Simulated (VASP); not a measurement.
# MgS (P6_3mc) in VASP: G0W0 quasiparticle levels with r2SCAN

Aim: the G0W0 quasiparticle levels of MgS with r2SCAN.

All numbers are computed with VASP 6.6.1; they aren't measurements. Logs are shortened: lines on timing, memory, paths and dates and some standing lists are left out, and cuts for length are marked.

## 1. The cell of the first run

The structure is hexagonal, space group P6_3mc (No. 186). The conventional cell has a = 4.029 Å, b = 4.029 Å, c = 6.454 Å, α = 90.00°, β = 90.00°, γ = 120.00°. Within 3.2 Å of Mg (site symmetry 3m) lie 4 S at 2.45 to 2.46 Å. Within 3.2 Å of S (site symmetry 3m) lie 4 Mg at 2.45 to 2.46 Å.

## 2. G0W0 quasiparticle levels, r2SCAN

Input file POSCAR:

```
MgS
1.0
    4.0286647932      0.0000000000      0.0000000000
   -2.0143323966      3.4889260542      0.0000000000
    0.0000000000      0.0000000000      6.4542161851
Mg S
2 2
Direct
    0.6666666667      0.3333333333      0.4971196678
    0.3333333333      0.6666666667      0.9971196678
    0.3333333333      0.6666666667      0.3778793322
    0.6666666667      0.3333333333      0.8778793322
```

Input file INCAR.step1:

```
SYSTEM = MgS
  PREC = Accurate
  ENCUT = 500
  EDIFF = 1E-8
  ISMEAR = 0
  SIGMA = 0.01
  LREAL = .False.
  LASPH = .True.
  NELM = 60
  ALGO = Normal
  LWAVE = .True.
  LCHARG = .False.
  METAGGA = R2SCAN
  LMIXTAU = .True.
```

Input file INCAR.step2:

```
SYSTEM = MgS
  PREC = Accurate
  ENCUT = 500
  EDIFF = 1E-8
  ISMEAR = 0
  SIGMA = 0.01
  LREAL = .False.
  LASPH = .True.
  NELM = 1
  ALGO = Exact
  LWAVE = .True.
  LCHARG = .False.
  METAGGA = R2SCAN
  LMIXTAU = .True.
  NBANDS = 155
  LOPTICS = .True.
  ISTART = 1
```

Input file INCAR.step3:

```
SYSTEM = MgS
  PREC = Accurate
  ENCUT = 500
  EDIFF = 1E-8
  ISMEAR = 0
  SIGMA = 0.01
  LREAL = .False.
  LASPH = .True.
  ALGO = EVGW0
  LWAVE = .False.
  LCHARG = .False.
  METAGGA = R2SCAN
  LMIXTAU = .True.
  NELMGW = 1
  NBANDS = 155
  ENCUTGW = 80.0
  NOMEGA = 96
  PRECFOCK = Fast
  ISTART = 1
  NBANDSGW = 16
  OMEGAMAX = 20
```

Input file KPOINTS:

```
Automatic mesh
0
Gamma
  6 6 2
  0 0 0
```

Potentials or basis: VASP PAW PBE potentials, release 64 (Mg_GW, S_GW).

Command:

```console
cat potpaw_PBE.64/Mg_GW/POTCAR potpaw_PBE.64/S_GW/POTCAR > POTCAR
cp INCAR.step1 INCAR
mpirun -np 1 vasp_std > vasp.out
cp INCAR.step2 INCAR
mpirun -np 1 vasp_std > vasp.out
cp INCAR.step3 INCAR
mpirun -np 1 vasp_std > vasp.out
```

OUTCAR:

```text
SYSTEM = MgS
   PREC = Accurate
   ENCUT = 500
   EDIFF = 1E-8
   ISMEAR = 0
   LREAL = .False.
   LASPH = .True.
   METAGGA = R2SCAN
   NELMGW = 1
   ENCUTGW = 80.0
   PRECFOCK = Fast
   ISTART = 1

 ion  position               nearest neighbor table
   1  0.667  0.333  0.497-   3 2.45   3 2.45   3 2.45   4 2.46
   2  0.333  0.667  0.997-   4 2.45   4 2.45   4 2.45   3 2.46
   3  0.333  0.667  0.378-   1 2.45   1 2.45   1 2.45   2 2.46
   4  0.667  0.333  0.878-   2 2.45   2 2.45   2 2.45   1 2.46

  LATTYP: Found a hexagonal cell.
 ALAT       =     4.0286647932
 C/A-ratio  =     1.6020732715

  Lattice vectors:

 A1 = (   4.0286647932,   0.0000000000,   0.0000000000)
 A2 = (  -2.0143323966,   3.4889260542,   0.0000000000)
 A3 = (   0.0000000000,   0.0000000000,   6.4542161851)

Analysis of symmetry for initial positions (statically):
=====================================================================
 Subroutine PRICEL returns:
 Original cell was already a primitive cell.

 Routine SETGRP: Setting up the symmetry group for a
 hexagonal supercell.

 Subroutine GETGRP returns: Found 12 space group operations
 (whereof  6 operations were pure point group operations)
 out of a pool of 24 trial point group operations.

The static configuration has the point symmetry C_3v.
 The point group associated with its full space group is C_6v.

Analysis of symmetry for dynamics (positions and initial velocities):
=====================================================================
 Subroutine PRICEL returns:
 Original cell was already a primitive cell.

 Routine SETGRP: Setting up the symmetry group for a
 hexagonal supercell.

 Subroutine GETGRP returns: Found 12 space group operations
 (whereof  6 operations were pure point group operations)
 out of a pool of 24 trial point group operations.

The dynamic configuration has the point symmetry C_3v.
 The point group associated with its full space group is C_6v.

 Subroutine INISYM returns: Found 12 space group operations
 (whereof  6 operations are pure point group operations),
 and found     1 'primitive' translations

----------------------------------------------------------------------------------------

                                     Primitive cell

  volume of cell :      90.7186

  direct lattice vectors                    reciprocal lattice vectors
     4.028664793  0.000000000  0.000000000     0.248221198  0.143310575  0.000000000
    -2.014332397  3.488926054  0.000000000     0.000000000  0.286621151  0.000000000
     0.000000000  0.000000000  6.454216185     0.000000000  0.000000000  0.154937481

  length of vectors
     4.028664793  4.028664793  6.454216185     0.286621151  0.286621151  0.154937481

  position of ions in fractional coordinates (direct lattice)
     0.666666667  0.333333333  0.497119668
     0.333333333  0.666666667  0.997119668
     0.333333333  0.666666667  0.377879332
     0.666666667  0.333333333  0.877879332

  ion indices of the primitive-cell ions
   primitive index   ion index
                 1           1
                 2           2
                 3           3
                 4           4

----------------------------------------------------------------------------------------

 KPOINTS: Automatic mesh

Automatic generation of k-mesh.
 Grid dimensions read from file:
 generate k-points for:    6    6    2

 Generating k-lattice:

  Cartesian coordinates                     Fractional coordinates (reciprocal lattice)
     0.041370200  0.023885096  0.000000000     0.166666667  0.000000000  0.000000000
     0.000000000  0.047770192  0.000000000     0.000000000  0.166666667  0.000000000
     0.000000000  0.000000000  0.077468741     0.000000000  0.000000000  0.500000000

  Length of vectors
     0.047770192  0.047770192  0.077468741

  Shift w.r.t. Gamma in fractional coordinates (k-lattice)
     0.000000000  0.000000000  0.000000000

 Subroutine IBZKPT returns following result:
 ===========================================

 Found     14 irreducible k-points:

 Following reciprocal coordinates:
            Coordinates               Weight
  0.000000  0.000000  0.000000      1.000000
  0.166667  0.000000  0.000000      6.000000
  0.333333  0.000000  0.000000      6.000000
  0.500000  0.000000  0.000000      3.000000
  0.166667  0.166667  0.000000      6.000000
  0.333333  0.166667  0.000000     12.000000
  0.333333  0.333333  0.000000      2.000000
  0.000000  0.000000  0.500000      1.000000
  0.166667  0.000000  0.500000      6.000000
  0.333333  0.000000  0.500000      6.000000
  0.500000  0.000000  0.500000      3.000000
  0.166667  0.166667  0.500000      6.000000
  0.333333  0.166667  0.500000     12.000000
  0.333333  0.333333  0.500000      2.000000
   k-points           NKPTS =     14   k-points in BZ     NKDIM =     72   number of bands    NBANDS=    155
   number of dos      NEDOS =    301   number of ions     NIONS =      4
   total plane-waves  NPLWV =  43200
   dimension x,y,z NGX =    30 NGY =   30 NGZ =   48
   dimension x,y,z NGXF=    60 NGYF=   60 NGZF=   96
   ions per type =               2   2
   NGX,Y,Z   is equivalent  to a cutoff of  12.38, 12.38, 12.36 a.u.
   NGXF,Y,Z  is equivalent  to a cutoff of  24.76, 24.76, 24.73 a.u.
 SYSTEM =  MgS
   PREC   = accura    normal or accurate (medium, high low for compatibility)
   ISTART =      1    job   : 0-new  1-cont  2-samecut
   ICHARG =      0    charge: 1-file 2-atom 10-const
   ISPIN  =      1    spin polarized calculation?
   LNONCOLLINEAR =      F non collinear calculations
   LSORBIT =      F    spin-orbit coupling
   LASPH  =      T    aspherical Exc in radial PAW
   ENCUT  =  500.0 eV  36.75 Ry    6.06 a.u.   7.35  7.35 11.77*2*pi/ulx,y,z
   NELM   =     60;   NELMIN=  2; NELMDL=  0     # of ELM steps
   EDIFF  = 0.1E-07   stopping-criterion for ELM
   LREAL  =      F    real-space projection
   EDIFFG = 0.1E-06   stopping-criterion for IOM
   NSW    =      0    number of steps for IOM
   IBRION =     -1    ionic relax: 0-MD 1-quasi-New 2-CG
   NFREE  =      0    steps in history (QN), initial steepest desc. (CG)
   ISIF   =      0    stress and relaxation
   ISYM   =      3    0-nonsym 1-usesym 2-fastsym
   POTIM  = 0.5000    time-step for ionic-motion
   TEBEG  =    0.0;   TEEND  =   0.0 temperature during run
   PSTRESS=    0.0 pullay stress
   NELECT =      16.0000    total number of electrons
   NUPDOWN=      -1.0000    fix difference up-down
   EMIN   =  10.00;   EMAX   =-10.00  energy-range for DOS
   EFERMI =   0.00;   METHOD = LEGACY
   ISMEAR =     0;   SIGMA  =   0.01  broadening in eV -4-tet -1-fermi 0-gaus
   EFERMI_NEDOS =   21; number of points for ismear=-14 and -15
   IALGO  =     38    algorithm
   IMIX   =      4    mixing-type and parameters
     AMIX     =   0.40;   BMIX     =  1.00
     AMIX_MAG =   1.60;   BMIX_MAG =  1.00
  volume/ion in A,a.u.               =      22.68       153.05
  Fermi-wavevector in a.u.,A,eV,Ry     =   0.918085  1.734928 11.468069  0.842879
  Thomas-Fermi vector in A             =   2.043126
   LORBIT       =      0    0 simple, 1 ext, 2 COOP (PROOUT), +10 PAW based schemes
   METAGGA = R2SCAN    functional components
   LHFCALC =     T    Hartree Fock is set to
   PRECFOCK=fast      Normal, Fast or Accurate (Low or Medium for compatibility)
   ENCUT4O =  -1.0   cutoff for four orbital integrals eV
   NKREDX  =     1    reduce k-point grid by
   NKREDY  =     1    reduce k-point grid by
   NKREDZ  =     1    reduce k-point grid by
   AEXX    =    1.0000 exact exchange contribution
   HFSCREEN=    0.0000 screening length (either q_TF or 0.3 A-1)
   HFSCREENC=   0.0000 screening length for correlation (either q_TF or 0.3 A-1)
   ENCUTFOCK=  -1.0 apply spherical cutoff to Coloumb kernel
   IVDW    =     0    specifies the selected vdW correction
   LEPSILON=     F    determine dielectric tensor
   LRPA    =     F    only Hartree local field effects (RPA)
   LRPAFORCE           =     F    calculate RPA forces
   ENCUTGW             =  80.0    cutoff for response function in eV
   ENCUTGWSOFT         =  64.0    soft cutoff for Coulomb kernel in GW response function in eV
   ENCUTLF             =  -1.0    cutoff for local field effects
   NELMGW              =     1    number of iterations in solving QP/BSE equation
   NELMHF              =     1    number of iterations in the inner HF iteration
   NKREDLFX            =     1    NKREDLFY  =   1   NKREDLFZ  =   1
 non-spin polarized calculation
 Gauss-broadening in eV      SIGMA  =   0.01
  energy-cutoff  :      500.00
  volume of cell :       90.72
 maximum number of plane-waves:      2340
 NGX is ok and might be reduce to    30
  NGX = 18; NGY = 18; NGZ = 28
   NGX = 15   NGY = 15   NGZ = 23
 maximum number of plane-waves:       162
 NGX is ok and might be reduce to    14

 QP shifts <psi_nk| G(iteration)W_0 |psi_nk>: iteration 1
 for sc-GW calculations column KS-energies equals QP-energies in previous step
 and V_xc(KS)=  KS-energies - (<T + V_ion + V_H > + <T+V_H+V_ion>^1  + <V_x>^1)

 k-point   1 :       0.0000    0.0000    0.0000
  band No.  KS-energies  QP-energies   sigma(KS)   V_xc(KS)     V^pw_x(r,r')   Z            occupation Imag(sigma)

      1     -10.9779     -11.1501     -13.8894     -13.6469     -20.9050       0.7101       2.0000       1.3242
      2     -10.2400     -10.2707     -14.3125     -14.2685     -21.2564       0.6967       2.0000       1.1127
      3      -2.3518      -3.4844     -12.3548     -10.8490     -14.9682       0.7522       2.0000       0.0809
      4       0.3420      -0.5037     -14.0232     -12.9393     -16.0412       0.7802       2.0000       0.0453
      5       0.3420      -0.5037     -14.0232     -12.9393     -16.0412       0.7802       2.0000       0.0453
      6       0.7593      -0.0239     -14.2298     -13.2318     -16.1532       0.7848       2.0000       0.0422
[... 8 lines left out ...]
     15      10.0358      10.8793      -7.5786      -8.6321      -3.8495       0.8007       0.0000      -0.0669
     16      10.7000      11.1620      -8.0013      -8.6023      -3.9195       0.7688       0.0000      -0.0982

 k-point   2 :       0.1667    0.0000    0.0000
  band No.  KS-energies  QP-energies   sigma(KS)   V_xc(KS)     V^pw_x(r,r')   Z            occupation Imag(sigma)

      1     -10.8417     -10.9881     -13.9513     -13.7471     -20.9558       0.7171       2.0000       1.2942
      2     -10.1742     -10.1967     -14.3590     -14.3266     -21.2897       0.6949       2.0000       1.0915
      3      -2.1335      -3.2506     -12.4441     -10.9666     -14.9948       0.7561       2.0000       0.0767
      4      -0.4105      -1.3512     -13.3539     -12.1423     -15.4668       0.7764       2.0000       0.0517
      5      -0.0012      -0.8821     -13.5593     -12.4303     -15.5574       0.7802       2.0000       0.0472
      6       0.1333      -0.7433     -13.8542     -12.7297     -15.9043       0.7796       2.0000       0.0468
[... 8 lines left out ...]
     15      10.1697      10.9509      -7.5716      -8.5528      -3.7521       0.7962       0.0000      -0.0719
     16      10.2021      10.9640      -7.3532      -8.3031      -3.6262       0.8021       0.0000      -0.0700
[... 208 lines left out ...]
      5      -0.5425      -1.5086     -13.2609     -12.0141     -15.4141       0.7748       2.0000       0.0531
      6      -0.5425      -1.5086     -13.2609     -12.0141     -15.4141       0.7748       2.0000       0.0531
[... 8 lines left out ...]
     15      10.9884      11.7266      -7.9557      -8.8972      -3.9845       0.7841       0.0000      -0.0853
     16      10.9884      11.7266      -7.9557      -8.8972      -3.9845       0.7841       0.0000      -0.0853

 k-point  14 :       0.3333    0.3333    0.5000
  band No.  KS-energies  QP-energies   sigma(KS)   V_xc(KS)     V^pw_x(r,r')   Z            occupation Imag(sigma)

      1     -10.1095     -10.1249     -14.4181     -14.3960     -21.3335       0.6965       2.0000       1.0740
      2     -10.1095     -10.1249     -14.4181     -14.3960     -21.3335       0.6965       2.0000       1.0740
      3      -1.8786      -2.9642     -12.6665     -11.2374     -15.1570       0.7595       2.0000       0.0725
      4      -1.8786      -2.9642     -12.6665     -11.2374     -15.1570       0.7595       2.0000       0.0725
      5      -1.1140      -2.1495     -12.8353     -11.4908     -15.0953       0.7702       2.0000       0.0599
      6      -1.1140      -2.1495     -12.8353     -11.4908     -15.0953       0.7702       2.0000       0.0599
[... 8 lines left out ...]
     15      10.8029      11.5301      -7.4718      -8.3841      -3.6775       0.7972       0.0000      -0.0761
     16      10.8029      11.5301      -7.4718      -8.3841      -3.6775       0.7972       0.0000      -0.0761
```

It took 12 min on 1 thread of Intel Xeon 6975P-C (Granite Rapids), shared host; peak memory 1.8 GiB.

What came out:

```
Quasiparticle gap                                   : 5.31 eV
Least direct quasiparticle gap                      : 5.31 eV
Band gap of the starting levels on the mesh         : 4.14 eV
Least direct gap of the starting levels on the mesh : 4.14 eV
```

Caveat: the k points lie up to 0.49 Å⁻¹ apart; bands, screening cutoff and mesh are small and nothing is extrapolated, so the quasiparticle values aren't converged.
